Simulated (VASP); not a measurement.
# SiO2 (I-42d) in VASP: notebook

Runs on SiO2. Level: LDA. Tasks: single point.

Everything below comes from runs of VASP 6.6.1. Logs are shortened: lines on timing, memory, paths and dates and some standing lists are left out, and cuts for length are marked.

## Step 1: The cell of the first run

It takes space group I-42d (No. 122, tetragonal). Conventional cell: a = 4.902 Å, b = 4.902 Å, c = 7.398 Å, α = 90.00°, β = 90.00°, γ = 90.00°. Si (site symmetry -4) has 4 O at 1.61 Å within 2.1 Å. O (site symmetry 2) has 2 Si at 1.61 Å within 2.1 Å.

## Step 2: Single point, LDA (uniaxial strain along c: +1.5 %, then relaxed in part)

Contents of INCAR:

```
SYSTEM = SiO2
ALGO     = Normal         ! electronic algorithm
EDIFF    = 1E-6           ! SCF threshold, eV
ENCUT    = 520            ! plane-wave cutoff, eV
ISIF     = 2              ! what is computed and relaxed
ISMEAR   = 0              ! smearing method
LASPH    = .True.         ! aspherical terms in the spheres
LCHARG   = .False.        ! write CHGCAR
LREAL    = .False.        ! projectors in reciprocal space
LWAVE    = .False.        ! write WAVECAR
NBANDS   = 44             ! bands
NELM     = 60             ! most SCF steps
PREC     = Accurate       ! precision mode
SIGMA    = 0.02           ! smearing width, eV
```

Contents of KPOINTS:

```
k-points
0
Gamma
  6 6 4
  0 0 0
```

Contents of POSCAR:

```
SiO2
1.0
    4.9020292855      0.0000000000      0.0000000000
    0.0000000000      4.9020292855      0.0000000000
    0.0000000000      0.0000000000      7.3981385837
Si O
4 8
Direct
    0.0000000000      0.0000000000      0.0000000000
    0.0000000000      0.5000000000      0.2500000000
    0.5000000000      0.5000000000      0.5000000000
    0.5000000000      0.0000000000      0.7500000000
    0.0978814130      0.2500000000      0.1250000000
    0.2500000000      0.5978814130      0.3750000000
    0.7500000000      0.4021185870      0.3750000000
    0.9021185870      0.7500000000      0.1250000000
    0.5978814130      0.7500000000      0.6250000000
    0.7500000000      0.0978814130      0.8750000000
    0.2500000000      0.9021185870      0.8750000000
    0.4021185870      0.2500000000      0.6250000000
```

Potentials or basis: VASP PAW LDA potentials, release 64 (Si, O).

Run with:

```sh
$ cat potpaw_LDA.64/Si/POTCAR potpaw_LDA.64/O/POTCAR > POTCAR
$ mpirun -np 1 vasp_std > vasp.out
```

OUTCAR:

```text
SYSTEM = SiO2
   EDIFF = 1E-6
   ENCUT = 520
   ISIF = 2
   ISMEAR = 0
   LASPH = .True.
   LREAL = .False.
   NELM = 60
   PREC = Accurate

 ion  position               nearest neighbor table
   1  0.000  0.000  0.000-   5 1.61   8 1.61  10 1.61  11 1.61   2 3.07   4 3.07   2 3.07   4 3.07

   2  0.000  0.500  0.250-   5 1.61   6 1.61   7 1.61   8 1.61   1 3.07   3 3.07   1 3.07   3 3.07

   3  0.500  0.500  0.500-   6 1.61   7 1.61   9 1.61  12 1.61   2 3.07   4 3.07   4 3.07   2 3.07

   4  0.500  0.000  0.750-   9 1.61  10 1.61  11 1.61  12 1.61   1 3.07   3 3.07   3 3.07   1 3.07

   5  0.098  0.250  0.125-   1 1.61   2 1.61
   6  0.250  0.598  0.375-   2 1.61   3 1.61
   7  0.750  0.402  0.375-   2 1.61   3 1.61
   8  0.902  0.750  0.125-   1 1.61   2 1.61
   9  0.598  0.750  0.625-   3 1.61   4 1.61
  10  0.750  0.098  0.875-   1 1.61   4 1.61
  11  0.250  0.902  0.875-   1 1.61   4 1.61
  12  0.402  0.250  0.625-   3 1.61   4 1.61

  LATTYP: Found a simple tetragonal cell.
 ALAT       =     4.9020292855
 C/A-ratio  =     1.5091991812

  Lattice vectors:

 A1 = (   4.9020292855,   0.0000000000,   0.0000000000)
 A2 = (   0.0000000000,   4.9020292855,   0.0000000000)
 A3 = (   0.0000000000,   0.0000000000,   7.3981385837)

Analysis of symmetry for initial positions (statically):
=====================================================================
 Subroutine PRICEL returns following result:

  LATTYP: Found a body centered tetragonal cell.
 ALAT       =     4.9020292855
 C/A-ratio  =     1.5091991812

  Lattice vectors:

 A1 = (   2.4510146428,  -2.4510146427,  -3.6990692919)
 A2 = (  -2.4510146428,   2.4510146427,  -3.6990692918)
 A3 = (   2.4510146428,   2.4510146428,   3.6990692918)

   2 primitive cells build up your supercell.

 Routine SETGRP: Setting up the symmetry group for a
 simple tetragonal supercell.

 Subroutine GETGRP returns: Found  8 space group operations
 (whereof  4 operations were pure point group operations)
 out of a pool of 16 trial point group operations.

The static configuration has the point symmetry S_4 .
 The point group associated with its full space group is D_2d.

Analysis of symmetry for dynamics (positions and initial velocities):
=====================================================================
[... 137 lines left out ...]
   ISYM   =      2    0-nonsym 1-usesym 2-fastsym
   POTIM  = 0.5000    time-step for ionic-motion
   TEBEG  =    0.0;   TEEND  =   0.0 temperature during run
   PSTRESS=    0.0 pullay stress
   NELECT =      64.0000    total number of electrons
   NUPDOWN=      -1.0000    fix difference up-down
   EMIN   =  10.00;   EMAX   =-10.00  energy-range for DOS
   EFERMI =   0.00;   METHOD = LEGACY
   ISMEAR =     0;   SIGMA  =   0.02  broadening in eV -4-tet -1-fermi 0-gaus
   EFERMI_NEDOS =   21; number of points for ismear=-14 and -15
   IALGO  =     38    algorithm
   IMIX   =      4    mixing-type and parameters
     AMIX     =   0.40;   BMIX     =  1.00
     AMIX_MAG =   1.60;   BMIX_MAG =  1.00
  volume/ion in A,a.u.               =      14.81        99.97
  Fermi-wavevector in a.u.,A,eV,Ry     =   1.164600  2.200775 18.453484  1.356293
  Thomas-Fermi vector in A             =   2.301136
   LORBIT       =      0    0 simple, 1 ext, 2 COOP (PROOUT), +10 PAW based schemes
   GGA     = CA    functional components
   LHFCALC =     F    Hartree Fock is set to
   AEXX    =    0.0000 exact exchange contribution
   IVDW    =     0    specifies the selected vdW correction
   LEPSILON=     F    determine dielectric tensor
   LRPA    =     F    only Hartree local field effects (RPA)
 non-spin polarized calculation
 Gauss-broadening in eV      SIGMA  =   0.02
  energy-cutoff  :      520.00
  volume of cell :      177.78
 maximum number of plane-waves:      4816
   NGX = 19   NGY = 19   NGZ = 27

 number of electron      63.9999969 magnetization

 Free energy of the ion-electron system (eV)
  ---------------------------------------------------
  ext. energy  EPLUGINS =         0.00000000
  ---------------------------------------------------
  free energy    TOTEN  =      -103.74601731 eV

  energy without entropy =     -103.74601731  energy(sigma->0) =     -103.74601731

 E-fermi :  -0.4929     XC(G=0):  -8.7804

 val. band max:       -0.6084486803   @ k =   0.0000   0.0000   0.0000
 cond. band min:       5.1153962752   @ k =   0.0000   0.0000   0.0000
 fundamental gap:      5.7238449555
 Fermi energy:        -0.4928597528

 k-point     1 :       0.0000    0.0000    0.0000
  band No.  band energies     occupation
      1     -19.6301      2.00000
      2     -18.6928      2.00000
      3     -18.6928      2.00000
      4     -17.4686      2.00000
      5     -17.4686      2.00000
      6     -17.4336      2.00000
[... 1117 lines left out ...]
     43      10.8364      0.00000
     44      10.8608      0.00000

 [... further k-points ...]

------------------------ aborting loop because EDIFF is reached ----------------------------------------

  FORCE on cell =-STRESS in cart. coord.  units (eV):
  Direction    XX          YY          ZZ          XY          YZ          ZX
  --------------------------------------------------------------------------------------
  -------------------------------------------------------------------------------------
  Total        0.5774815      0.5774815     -0.6911826      0.0000000      0.0000000      0.0000000
  in kB        5.2044442      5.2044442     -6.2291544      0.0000000      0.0000000      0.0000000
  external PRESSURE =       1.3932447 kB  Pullay stress =       0.0000000 kB

 VOLUME and BASIS-vectors are now :
 -----------------------------------------------------------------------------
  energy-cutoff  :      520.00
  volume of cell :      177.78
      direct lattice vectors                 reciprocal lattice vectors
     4.902029286  0.000000000  0.000000000     0.203997149  0.000000000  0.000000000
     0.000000000  4.902029286  0.000000000     0.000000000  0.203997149  0.000000000
     0.000000000  0.000000000  7.398138584     0.000000000  0.000000000  0.135169136

 POSITION                                       TOTAL-FORCE (eV/Angst)
 -----------------------------------------------------------------------------------
      0.00000      0.00000      0.00000        -0.000000      0.000000      0.000000
      0.00000      2.45101      1.84953        -0.000000      0.000000      0.000000
      2.45101      2.45101      3.69907        -0.000000      0.000000      0.000000
      2.45101      0.00000      5.54860        -0.000000      0.000000      0.000000
      0.47982      1.22551      0.92477         0.026576      0.000000      0.000000
      1.22551      2.93083      2.77430        -0.000000      0.026576      0.000000
      3.67652      1.97120      2.77430        -0.000000     -0.026576      0.000000
      4.42221      3.67652      0.92477        -0.026576      0.000000     -0.000000
      2.93083      3.67652      4.62384         0.026576      0.000000      0.000000
      3.67652      0.47982      6.47337        -0.000000      0.026576     -0.000000
      1.22551      4.42221      6.47337        -0.000000     -0.026576      0.000000
      1.97120      1.22551      4.62384        -0.026576      0.000000     -0.000000
 -----------------------------------------------------------------------------------
    total drift:                                0.000000      0.000000      0.000000

  FREE ENERGIE OF THE ION-ELECTRON SYSTEM (eV)
  ---------------------------------------------------
  free  energy   TOTEN  =      -103.7460173078 eV

  energy  without entropy=     -103.7460173078  energy(sigma->0) =     -103.74601731
```

OSZICAR:

```text
N       E                     dE             d eps       ncg     rms          rms(c)
DAV:   1     0.395317468354E+03    0.39532E+03   -0.32641E+04  2640   0.131E+03
DAV:   2    -0.855815550680E+02   -0.48090E+03   -0.46456E+03  3388   0.307E+02
DAV:   3    -0.116991334845E+03   -0.31410E+02   -0.31268E+02  3296   0.840E+01
DAV:   4    -0.117407077784E+03   -0.41574E+00   -0.41506E+00  3300   0.107E+01
DAV:   5    -0.117414828925E+03   -0.77511E-02   -0.77449E-02  3248   0.142E+00    0.302E+01
DAV:   6    -0.104116994864E+03    0.13298E+02   -0.51639E+01  3064   0.327E+01    0.150E+01
DAV:   7    -0.103888567894E+03    0.22843E+00   -0.14097E+00  3072   0.499E+00    0.522E+00
DAV:   8    -0.103765566124E+03    0.12300E+00   -0.77334E-02  3256   0.163E+00    0.201E+00
DAV:   9    -0.103744573186E+03    0.20993E-01   -0.31662E-02  3336   0.106E+00    0.308E-01
DAV:  10    -0.103746056332E+03   -0.14831E-02   -0.38835E-03  3100   0.297E-01    0.117E-01
DAV:  11    -0.103746008019E+03    0.48313E-04   -0.11784E-03  3112   0.176E-01    0.210E-02
DAV:  12    -0.103746013519E+03   -0.54997E-05   -0.29236E-05  3200   0.276E-02    0.129E-02
DAV:  13    -0.103746017077E+03   -0.35578E-05   -0.12863E-05  2888   0.158E-02    0.494E-03
DAV:  14    -0.103746017308E+03   -0.23105E-06   -0.34538E-07  2360   0.306E-03
   1 F= -.10374602E+03 E0= -.10374602E+03  d E =-.488448E-18
```

stdout:

```text
POSCAR found type information on POSCAR SiO
 POSCAR found :  2 types and      12 ions
 scaLAPACK will be used
 LDA part: xc-table for (Slater(with rela. corr.)+CA(PZ))
 , standard interpolation
 POSCAR, INCAR and KPOINTS ok, starting setup
 FFT: planning ... GRIDC
 FFT: planning ... GRID_SOFT
 FFT: planning ... GRID
 WAVECAR not read
 entering main loop
```

Wall time 1.9 min (1 thread of AMD EPYC 9R45 (Zen 5), shared host); peak memory 0.27 GiB.

What came out:

- Free energy: -103.7460 eV
- Pressure: 0.1 GPa
- Largest force: 0.027 eV/Å
- Band gap on the k mesh: 5.72 eV

Forces in eV/Å, atoms in the order of the input:
```
Si   0.000  0.000  0.000
Si   0.000  0.000  0.000
Si   0.000  0.000  0.000
Si   0.000  0.000  0.000
O    0.027  0.000  0.000
O    0.000  0.027  0.000
O    0.000 -0.027  0.000
O   -0.027  0.000  0.000
O    0.027  0.000  0.000
O    0.000  0.027  0.000
O    0.000 -0.027  0.000
O   -0.027  0.000  0.000
```

Stress tensor (GPa, compression positive):
```
 0.52  0.00  0.00
 0.00  0.52  0.00
 0.00  0.00 -0.62
```

Caveat: the cell differs from its parent crystal (uniaxial strain along c: +1.5 %, then relaxed in part). A k mesh can miss the band edges.

## Step 3: Single point, LDA

Contents of INCAR:

```
SYSTEM = SiO2
PREC = Accurate
ENCUT = 520
EDIFF = 1E-6
ISMEAR = 0
SIGMA = 0.02
LREAL = .FALSE.
LASPH = .TRUE.
NELM = 100
ALGO = Normal
ISIF = 2
LWAVE = .FALSE.
LCHARG = .TRUE.
GGA = CA
LELF = .TRUE.
LVHAR = .TRUE.
NBANDS = 44
```

Contents of KPOINTS:

```
regular mesh
0
G
  6 6 4
  0 0 0
```

POSCAR is that of step 2.

Potentials or basis: VASP PAW LDA potentials, release 64 (Si, O).

Run with:

```sh
$ cat potpaw_LDA.64/Si/POTCAR potpaw_LDA.64/O/POTCAR > POTCAR
$ mpirun -np 1 vasp_std > vasp.out
```

Run time: 2 min. Hardware: 1 thread of AMD EPYC 9R45 (Zen 5), shared host; peak memory 0.26 GiB.

The run converged. Its results:

```yaml
Free_energy: -103.7460 eV
Pressure: 0.1 GPa
Largest_force: 0.027 eV/Å
Band_gap_on_the_k_mesh: 5.72 eV
```

Forces in eV/Å, atoms in the order of the input:
```
Si   0.000  0.000  0.000
Si   0.000  0.000  0.000
Si   0.000  0.000  0.000
Si   0.000  0.000  0.000
O    0.027  0.000  0.000
O    0.000  0.027  0.000
O    0.000 -0.027  0.000
O   -0.027  0.000  0.000
O    0.027  0.000  0.000
O    0.000  0.027  0.000
O    0.000 -0.027  0.000
O   -0.027  0.000  0.000
```

Stress tensor (GPa, compression positive):
```
 0.52  0.00  0.00
 0.00  0.52  0.00
 0.00  0.00 -0.62
```

Levels at points of the mesh, in eV from the valence-band top:
| k point | band 29 | band 30 | band 31 | band 32 | band 33 | band 34 | band 35 | band 36 |
| --- | --- | --- | --- | --- | --- | --- | --- | --- |
| (0.00, 0.00, 0.00) | -0.30 | -0.30 | 0.00 | 0.00 | 5.72 | 8.58 | 8.66 | 8.66 |
| (0.50, 0.00, 0.00) | -0.67 | -0.67 | -0.16 | -0.16 | 7.77 | 7.77 | 9.28 | 9.28 |
| (0.50, 0.50, 0.00) | -0.36 | -0.36 | -0.36 | -0.36 | 8.93 | 8.93 | 8.93 | 8.93 |
| (0.00, 0.00, 0.50) | -0.18 | -0.18 | -0.18 | -0.18 | 6.81 | 6.81 | 8.88 | 8.88 |
| (0.50, 0.00, 0.50) | -0.52 | -0.52 | -0.14 | -0.14 | 8.11 | 8.11 | 8.67 | 8.67 |
| (0.50, 0.50, 0.50) | -0.46 | -0.46 | -0.46 | -0.46 | 9.30 | 9.30 | 9.30 | 9.30 |

A k mesh can miss the band edges.

## Step 4: Single point, LDA (uniaxial strain along c: +1.5 %)

Contents of INCAR:

```
  ALGO = Normal
  EDIFF = 1E-6
  ENCUT = 520
  GGA = CA
  ISIF = 2
  ISMEAR = 0
  LASPH = True
  LCHARG = False
  LREAL = False
  LWAVE = False
  NBANDS = 44
  NELM = 100
  PREC = Accurate
  SIGMA = 0.02
```

Contents of KPOINTS:

```
k-points
0
Gamma
  6 6 4
```

Contents of POSCAR:

```
SiO2
1.0
    4.9104022052      0.0000000000      0.0000000000
    0.0000000000      4.9104022052      0.0000000000
    0.0000000000      0.0000000000      7.3981385837
Si O
4 8
Direct
    0.0000000000      0.0000000000      0.0000000000
    0.0000000000      0.5000000000      0.2500000000
    0.5000000000      0.5000000000      0.5000000000
    0.5000000000      0.0000000000      0.7500000000
    0.0985469533      0.2500000000      0.1250000000
    0.2500000000      0.5985469533      0.3750000000
    0.7500000000      0.4014530467      0.3750000000
    0.9014530467      0.7500000000      0.1250000000
    0.5985469533      0.7500000000      0.6250000000
    0.7500000000      0.0985469533      0.8750000000
    0.2500000000      0.9014530467      0.8750000000
    0.4014530467      0.2500000000      0.6250000000
```

Run with:

```sh
$ cat potpaw_LDA.64/Si/POTCAR potpaw_LDA.64/O/POTCAR > POTCAR
$ mpirun -np 1 vasp_std > vasp.out
```

Wall time 2.4 min (1 thread of AMD EPYC 9R45 (Zen 5), shared host); peak memory 0.29 GiB.

Results (log left out):

| Property | Result |
| --- | --- |
| Free energy | -103.7469 eV |
| Pressure | -0.7 GPa |
| Largest force | 0.034 eV/Å |
| Band gap on the k mesh | 5.71 eV |

Forces on the atoms (eV/Å):
```
Si   0.000  0.000  0.000
Si   0.000  0.000  0.000
Si   0.000  0.000  0.000
Si   0.000  0.000  0.000
O   -0.034  0.000  0.000
O    0.000 -0.034  0.000
O    0.000  0.034  0.000
O    0.034  0.000  0.000
O   -0.034  0.000  0.000
O    0.000 -0.034  0.000
O    0.000  0.034  0.000
O    0.034  0.000  0.000
```

Stress tensor (GPa, compression positive):
```
-0.35  0.00  0.00
 0.00 -0.35  0.00
 0.00  0.00 -1.37
```

Levels at points of the mesh, in eV from the valence-band top:
| k point | band 29 | band 30 | band 31 | band 32 | band 33 | band 34 | band 35 | band 36 |
| --- | --- | --- | --- | --- | --- | --- | --- | --- |
| (0.00, 0.00, 0.00) | -0.29 | -0.29 | 0.00 | 0.00 | 5.71 | 8.56 | 8.64 | 8.64 |
| (0.50, 0.00, 0.00) | -0.66 | -0.66 | -0.16 | -0.16 | 7.75 | 7.75 | 9.24 | 9.24 |
| (0.50, 0.50, 0.00) | -0.35 | -0.35 | -0.35 | -0.35 | 8.91 | 8.91 | 8.91 | 8.91 |
| (0.00, 0.00, 0.50) | -0.17 | -0.17 | -0.17 | -0.17 | 6.80 | 6.80 | 8.86 | 8.86 |
| (0.50, 0.00, 0.50) | -0.51 | -0.51 | -0.14 | -0.14 | 8.07 | 8.07 | 8.67 | 8.67 |
| (0.50, 0.50, 0.50) | -0.45 | -0.45 | -0.45 | -0.45 | 9.27 | 9.27 | 9.27 | 9.27 |

Caveat: the cell differs from its parent crystal (uniaxial strain along c: +1.5 %). A k mesh can miss the band edges.

## Step 5: Single point, LDA (uniaxial strain along c: +3.0 %, then relaxed in part)

Contents of INCAR:

```
  PREC = Accurate
  ENCUT = 520
  EDIFF = 1E-6
  ISMEAR = 0
  SIGMA = 0.02
  LREAL = False
  LASPH = True
  NELM = 80
  ALGO = Normal
  ISIF = 2
  LWAVE = False
  LCHARG = False
  GGA = CA
  NBANDS = 44
```

Contents of KPOINTS:

```
regular mesh
0
Gamma
  6 6 4
```

Contents of POSCAR:

```
SiO2
1.0
    4.8757226989      0.0000000000      0.0000000000
    0.0000000000      4.8757226989      0.0000000000
    0.0000000000      0.0000000000      7.5074706810
Si O
4 8
Direct
    0.0000000000      0.0000000000      0.0000000000
    0.0000000000      0.5000000000      0.2500000000
    0.5000000000      0.5000000000      0.5000000000
    0.5000000000      0.0000000000      0.7500000000
    0.0971062359      0.2500000000      0.1250000000
    0.2500000000      0.5971062359      0.3750000000
    0.7500000000      0.4028937641      0.3750000000
    0.9028937641      0.7500000000      0.1250000000
    0.5971062359      0.7500000000      0.6250000000
    0.7500000000      0.0971062359      0.8750000000
    0.2500000000      0.9028937641      0.8750000000
    0.4028937641      0.2500000000      0.6250000000
```

Run with:

```sh
$ cat potpaw_LDA.64/Si/POTCAR potpaw_LDA.64/O/POTCAR > POTCAR
$ mpirun -np 1 vasp_std > vasp.out
```

Wall time 2 min (1 thread of AMD EPYC 9R45 (Zen 5), shared host); peak memory 0.27 GiB.

It converged, with:

- Free energy: -103.7197 eV
- Pressure: -0.3 GPa
- Largest force: 0.026 eV/Å
- Band gap on the k mesh: 5.68 eV

Forces on the atoms (eV/Å):
```
Si   0.000  0.000  0.000
Si   0.000  0.000  0.000
Si   0.000  0.000  0.000
Si   0.000  0.000  0.000
O    0.026  0.000  0.000
O    0.000  0.026  0.000
O    0.000 -0.026  0.000
O   -0.026  0.000  0.000
O    0.026  0.000  0.000
O    0.000  0.026  0.000
O    0.000 -0.026  0.000
O   -0.026  0.000  0.000
```

Stress tensor (GPa, compression positive):
```
 0.50  0.00  0.00
 0.00  0.50  0.00
 0.00  0.00 -1.87
```

Levels at points of the mesh, in eV from the valence-band top:
```
           k point  band 28  band 29  band 30  band 31  band 32  band 33  band 34  band 35  band 36  band 37
(0.00, 0.00, 0.00)    -0.74    -0.27    -0.27     0.00     0.00     5.68     8.54     8.58     8.58     9.99
(0.50, 0.00, 0.00)    -0.93    -0.69    -0.69    -0.15    -0.15     7.73     7.73     9.22     9.22     9.90
(0.50, 0.50, 0.00)    -1.02    -0.39    -0.39    -0.39    -0.39     8.88     8.88     8.88     8.88     9.96
(0.00, 0.00, 0.50)    -0.91    -0.16    -0.16    -0.16    -0.16     6.75     6.75     8.83     8.83    10.08
(0.50, 0.00, 0.50)    -0.81    -0.55    -0.55    -0.14    -0.14     8.05     8.05     8.62     8.62     9.43
(0.50, 0.50, 0.50)    -1.05    -0.48    -0.48    -0.48    -0.48     9.23     9.23     9.23     9.23     9.26
```

Caveat: the cell differs from its parent crystal (uniaxial strain along c: +3.0 %, then relaxed in part). A k mesh can miss the band edges.

## Step 6: The runs side by side

```tsv
cell	gap on the mesh (eV)	pressure (GPa)	largest force (eV/Å)
a = 4.902, b = 4.902, c = 7.398 Å, 12 atoms, atomic positions A	5.72	0.1	0.03
a = 4.910, b = 4.910, c = 7.398 Å, 12 atoms, atomic positions B	5.71	-0.7	0.03
a = 4.876, b = 4.876, c = 7.507 Å, 12 atoms, atomic positions C	5.68	-0.3	0.03
```

Alike in all rows: task single point; level LDA; potentials or basis VASP PAW LDA potentials, release 64 (Si, O); no spin polarisation; k mesh 6 × 6 × 4; cutoff (eV) 520; smearing gaussian 0.02 eV.

Total energies depend on the potentials used, so only differences within one code and one set of settings carry meaning.
